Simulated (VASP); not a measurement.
# AgCl (R-3m) in VASP: a series of runs

AgCl is run at these levels: PBE; tasks: electric field gradients.

Program: VASP 6.6.1. These are calculated values, not measurements. Logs are shortened: lines on timing, memory, paths and dates and some standing lists are left out, and cuts for length are marked.

## (1) The cell of the first run

Symmetry: R-3m, No. 166, trigonal system. The conventional cell has a = 4.832 Å, b = 4.832 Å, c = 6.007 Å, α = 90.00°, β = 90.00°, γ = 120.00°. Ag (site symmetry -3m) has 8 Cl at 2.96 to 3.00 Å and 6 Ag at 3.43 Å within 3.9 Å. Cl (site symmetry -3m) has 8 Ag at 2.96 to 3.00 Å and 6 Cl at 3.43 Å within 3.9 Å.

## (2) Electric field gradients, PBE (equal xy, yz and zx shear strains of +1 %)

Input file INCAR:

```
SYSTEM = AgCl
PREC     = Accurate       ! precision mode
ENCUT    = 520            ! plane-wave cutoff, eV
EDIFF    = 1E-8           ! SCF threshold, eV
ISMEAR   = -1             ! smearing method
SIGMA    = 0.01           ! smearing width, eV
LREAL    = .FALSE.        ! projectors in reciprocal space
LASPH    = .TRUE.         ! aspherical terms in the spheres
NELM     = 80             ! most SCF steps
ALGO     = Normal         ! electronic algorithm
ISIF     = 2              ! what is computed and relaxed
LWAVE    = .FALSE.        ! write WAVECAR
LCHARG   = .FALSE.        ! write CHGCAR
GGA      = PE             ! functional
LEFG     = .TRUE.       
NBANDS   = 16             ! bands
```

Input file KPOINTS:

```
Automatic mesh
0
G
  9 9 9
  0 0 0
```

Input file POSCAR:

```
AgCl
1.0
    3.4339730000      0.0171698650      0.0171698650
    0.0171698650      3.4339730000      0.0171698650
    0.0171698650      0.0171698650      3.4339730000
Ag Cl
1 1
Direct
    0.0000000000      0.0000000000      0.0000000000
    0.5000000000      0.5000000000      0.5000000000
```

Potentials or basis: VASP PAW PBE potentials, release 64 (Ag, Cl).

Started as:

```
> cat potpaw_PBE.64/Ag/POTCAR potpaw_PBE.64/Cl/POTCAR > POTCAR
> mpirun -np 1 vasp_std > vasp.out
```

OUTCAR:

```text
SYSTEM = AgCl
   PREC = Accurate
   ENCUT = 520
   EDIFF = 1E-8
   ISMEAR = -1
   LREAL = .FALSE.
   LASPH = .TRUE.
   NELM = 80
   ISIF = 2
   GGA = PE

 ion  position               nearest neighbor table
   1  0.000  0.000  0.000-   2 2.96   2 2.96   2 2.96   2 2.96   2 2.96   2 2.96   2 3.00   2 3.00

   2  0.500  0.500  0.500-   1 2.96   1 2.96   1 2.96   1 2.96   1 2.96   1 2.96   1 3.00   1 3.00

  LATTYP: Found a trigonal (rhomboedric) cell.
 ALAT       =     3.4340588483
 COS(alpha) =     0.0100244988

  Lattice vectors:

 A1 = (   3.4339730000,   0.0171698650,   0.0171698650)
 A2 = (   0.0171698650,   3.4339730000,   0.0171698650)
 A3 = (   0.0171698650,   0.0171698650,   3.4339730000)

Analysis of symmetry for initial positions (statically):
=====================================================================
 Subroutine PRICEL returns:
 Original cell was already a primitive cell.

 Routine SETGRP: Setting up the symmetry group for a
 trigonal (rhombohedral) supercell.

 Subroutine GETGRP returns: Found 12 space group operations
 (whereof 12 operations were pure point group operations)
 out of a pool of 12 trial point group operations.

The static configuration has the point symmetry D_3d.

Analysis of symmetry for dynamics (positions and initial velocities):
=====================================================================
 Subroutine PRICEL returns:
 Original cell was already a primitive cell.

 Routine SETGRP: Setting up the symmetry group for a
 trigonal (rhombohedral) supercell.

 Subroutine GETGRP returns: Found 12 space group operations
 (whereof 12 operations were pure point group operations)
 out of a pool of 12 trial point group operations.

The dynamic configuration has the point symmetry D_3d.

 Subroutine INISYM returns: Found 12 space group operations
 (whereof 12 operations are pure point group operations),
 and found     1 'primitive' translations

----------------------------------------------------------------------------------------

                                     Primitive cell

  volume of cell :      40.4910

  direct lattice vectors                    reciprocal lattice vectors
     3.433973000  0.017169865  0.017169865     0.291222369 -0.001448868 -0.001448868
     0.017169865  3.433973000  0.017169865    -0.001448868  0.291222369 -0.001448868
     0.017169865  0.017169865  3.433973000    -0.001448868 -0.001448868  0.291222369

  length of vectors
     3.434058848  3.434058848  3.434058848     0.291229578  0.291229578  0.291229578

  position of ions in fractional coordinates (direct lattice)
     0.000000000  0.000000000  0.000000000
     0.500000000  0.500000000  0.500000000

  ion indices of the primitive-cell ions
   primitive index   ion index
                 1           1
                 2           2

----------------------------------------------------------------------------------------

 KPOINTS: Automatic mesh

Automatic generation of k-mesh.
 Grid dimensions read from file:
 generate k-points for:    9    9    9

 Generating k-lattice:

  Cartesian coordinates                     Fractional coordinates (reciprocal lattice)
     0.032358041 -0.000160985 -0.000160985     0.111111111 -0.000000000 -0.000000000
    -0.000160985  0.032358041 -0.000160985    -0.000000000  0.111111111 -0.000000000
    -0.000160985 -0.000160985  0.032358041    -0.000000000 -0.000000000  0.111111111

  Length of vectors
     0.032358842  0.032358842  0.032358842

  Shift w.r.t. Gamma in fractional coordinates (k-lattice)
     0.000000000  0.000000000  0.000000000

 Subroutine IBZKPT returns following result:
 ===========================================

 Found     85 irreducible k-points:

 Following reciprocal coordinates:
            Coordinates               Weight
  0.000000  0.000000  0.000000      1.000000
  0.111111  0.000000  0.000000      6.000000
  0.222222 -0.000000  0.000000      6.000000
  0.333333  0.000000  0.000000      6.000000
  0.444444 -0.000000  0.000000      6.000000
  0.111111  0.111111  0.000000      6.000000
[... 16 lines left out ...]
 -0.333333  0.333333  0.000000      6.000000
  0.444444  0.444444  0.000000      6.000000
 [... further k-points ...]
   k-points           NKPTS =     85   k-points in BZ     NKDIM =     85   number of bands    NBANDS=     16
   number of dos      NEDOS =    301   number of ions     NIONS =      2
   total plane-waves  NPLWV =  21952
   dimension x,y,z NGX =    28 NGY =   28 NGZ =   28
   dimension x,y,z NGXF=    56 NGYF=   56 NGZF=   56
   ions per type =               1   1
   NGX,Y,Z   is equivalent  to a cutoff of  13.56, 13.56, 13.56 a.u.
   NGXF,Y,Z  is equivalent  to a cutoff of  27.11, 27.11, 27.11 a.u.
 SYSTEM =  AgCl
   PREC   = accura    normal or accurate (medium, high low for compatibility)
   ISTART =      0    job   : 0-new  1-cont  2-samecut
   ICHARG =      2    charge: 1-file 2-atom 10-const
   ISPIN  =      1    spin polarized calculation?
   LNONCOLLINEAR =      F non collinear calculations
   LSORBIT =      F    spin-orbit coupling
   LASPH  =      T    aspherical Exc in radial PAW
   ENCUT  =  520.0 eV  38.22 Ry    6.18 a.u.   6.39  6.39  6.39*2*pi/ulx,y,z
   NELM   =     80;   NELMIN=  2; NELMDL= -5     # of ELM steps
   EDIFF  = 0.1E-07   stopping-criterion for ELM
   LREAL  =      F    real-space projection
   EDIFFG = 0.1E-06   stopping-criterion for IOM
   NSW    =      0    number of steps for IOM
   IBRION =     -1    ionic relax: 0-MD 1-quasi-New 2-CG
   NFREE  =      0    steps in history (QN), initial steepest desc. (CG)
   ISIF   =      2    stress and relaxation
   ISYM   =      2    0-nonsym 1-usesym 2-fastsym
   POTIM  = 0.5000    time-step for ionic-motion
   TEBEG  =    0.0;   TEEND  =   0.0 temperature during run
   PSTRESS=    0.0 pullay stress
   NELECT =      18.0000    total number of electrons
   NUPDOWN=      -1.0000    fix difference up-down
   EMIN   =  10.00;   EMAX   =-10.00  energy-range for DOS
   EFERMI =   0.00;   METHOD = LEGACY
   ISMEAR =    -1;   SIGMA  =   0.01  broadening in eV -4-tet -1-fermi 0-gaus
   EFERMI_NEDOS =   21; number of points for ismear=-14 and -15
   IALGO  =     38    algorithm
   IMIX   =      4    mixing-type and parameters
     AMIX     =   0.40;   BMIX     =  1.00
     AMIX_MAG =   1.60;   BMIX_MAG =  1.00
  volume/ion in A,a.u.               =      20.25       136.62
  Fermi-wavevector in a.u.,A,eV,Ry     =   1.249433  2.361086 21.239819  1.561083
  Thomas-Fermi vector in A             =   2.383474
   LORBIT       =      0    0 simple, 1 ext, 2 COOP (PROOUT), +10 PAW based schemes
   GGA     = PE    functional components
   LHFCALC =     F    Hartree Fock is set to
   AEXX    =    0.0000 exact exchange contribution
   IVDW    =     0    specifies the selected vdW correction
   LEPSILON=     F    determine dielectric tensor
   LRPA    =     F    only Hartree local field effects (RPA)
 non-spin polarized calculation
  energy-cutoff  :      520.00
  volume of cell :       40.49
 maximum number of plane-waves:      1102
 NGX is ok and might be reduce to    28
   NGX = 13   NGY = 13   NGZ = 13

 number of electron      18.0000003 magnetization

 Free energy of the ion-electron system (eV)
  ---------------------------------------------------
  ext. energy  EPLUGINS =         0.00000000
  ---------------------------------------------------
  free energy    TOTEN  =        -5.12269560 eV

  energy without entropy =       -5.12269560  energy(sigma->0) =       -5.12269560

 E-fermi :   4.1059     XC(G=0): -10.3850

 val. band max:        3.8823391184   @ k =   0.4444  -0.0000   0.0000
 cond. band min:       4.4613120962   @ k =   0.0000   0.0000   0.0000
 fundamental gap:      0.5789729777
 Fermi energy:         4.1059124565

 k-point     1 :       0.0000    0.0000    0.0000
  band No.  band energies     occupation
      1     -10.6843      2.00000
      2       1.1716      2.00000
      3       1.1716      2.00000
      4       2.1034      2.00000
      5       2.1034      2.00000
      6       2.1174      2.00000
[... 8 lines left out ...]
     15      17.6114      0.00000
     16      20.2739      0.00000
[... 419 lines left out ...]
 k-point    24 :       0.4444    0.4444    0.0000
  band No.  band energies     occupation
      1      -9.9418      2.00000
      2       0.2115      2.00000
      3       0.3536      2.00000
      4       1.4517      2.00000
      5       1.7617      2.00000
      6       1.8308      2.00000
[... 8 lines left out ...]
     15      17.6945      0.00000
     16      19.8521      0.00000

 [... further k-points ...]

------------------------ aborting loop because EDIFF is reached ----------------------------------------

  FORCE on cell =-STRESS in cart. coord.  units (eV):
  Direction    XX          YY          ZZ          XY          YZ          ZX
  --------------------------------------------------------------------------------------
  -------------------------------------------------------------------------------------
  Total       -0.0611147     -0.0611147     -0.0611147      0.0307869      0.0307869      0.0307869
  in kB       -2.4182332     -2.4182332     -2.4182332      1.2181976      1.2181976      1.2181976
  external PRESSURE =      -2.4182332 kB  Pullay stress =       0.0000000 kB

 VOLUME and BASIS-vectors are now :
 -----------------------------------------------------------------------------
  energy-cutoff  :      520.00
  volume of cell :       40.49
      direct lattice vectors                 reciprocal lattice vectors
     3.433973000  0.017169865  0.017169865     0.291222369 -0.001448868 -0.001448868
     0.017169865  3.433973000  0.017169865    -0.001448868  0.291222369 -0.001448868
     0.017169865  0.017169865  3.433973000    -0.001448868 -0.001448868  0.291222369

 POSITION                                       TOTAL-FORCE (eV/Angst)
 -----------------------------------------------------------------------------------
      0.00000      0.00000      0.00000        -0.000000     -0.000000      0.000000
      1.73416      1.73416      1.73416         0.000000      0.000000      0.000000
 -----------------------------------------------------------------------------------
    total drift:                                0.000000      0.000000      0.000000

  FREE ENERGIE OF THE ION-ELECTRON SYSTEM (eV)
  ---------------------------------------------------
  free  energy   TOTEN  =        -5.1226955976 eV

  energy  without entropy=       -5.1226955976  energy(sigma->0) =       -5.12269560

 Electric field gradients (V/A^2)
---------------------------------------------------------------------
 ion       V_xx      V_yy      V_zz      V_xy      V_xz      V_yz
---------------------------------------------------------------------
   1       0.000    -0.000     0.000     2.096     2.096     2.096
   2      -0.000     0.000     0.000    -3.343    -3.343    -3.343
---------------------------------------------------------------------

 Electric field gradients after diagonalization (V/A^2)
 (convention: |V_zz| > |V_xx| > |V_yy|)
----------------------------------------------------------------------
 ion       V_xx      V_yy      V_zz     asymmetry (V_yy - V_xx)/ V_zz
----------------------------------------------------------------------
   1      -2.096    -2.096     4.191       0.000
   2       3.343     3.343    -6.685       0.000
----------------------------------------------------------------------

           NMR quadrupolar parameters

 Cq : quadrupolar parameter    Cq=e*Q*V_zz/h
 eta: asymmetry parameters     (V_yy - V_xx)/ V_zz
 Q  : nuclear electric quadrupole moment in mb (millibarn)
----------------------------------------------------------------------
 ion       Cq(MHz)       eta       Q (mb)
----------------------------------------------------------------------
   1       0.010       0.000       1.000
   2      -0.016       0.000       1.000
----------------------------------------------------------------------
```

It took 40 s on 1 thread of AMD EPYC 7R13 (Zen 3), shared host; peak memory 0.16 GiB.

Results:

```
Free energy                             : -5.1227 eV
Pressure                                : -0.2 GPa
Band gap on the k mesh                  : 0.58 eV (least direct gap 2.03 eV)
Largest electric field gradient by atom : Ag +4.2; Cl -6.7 V/Å²
```

Electric field gradients, principal values (V/Å²):
| atom | least | middle | greatest (by size) |
| --- | --- | --- | --- |
| 1 Ag | -2.096 | -2.096 | 4.191 |
| 2 Cl | 3.343 | 3.343 | -6.685 |

Caveat: the cell differs from its parent crystal (equal xy, yz and zx shear strains of +1 %); semilocal functionals underestimate gaps, and a narrow one can read as zero; without QUAD_EFG the Cq values of the log hold for a quadrupole moment of 1 mb, not for the nuclei.

(Continued in part 2 of 2.)
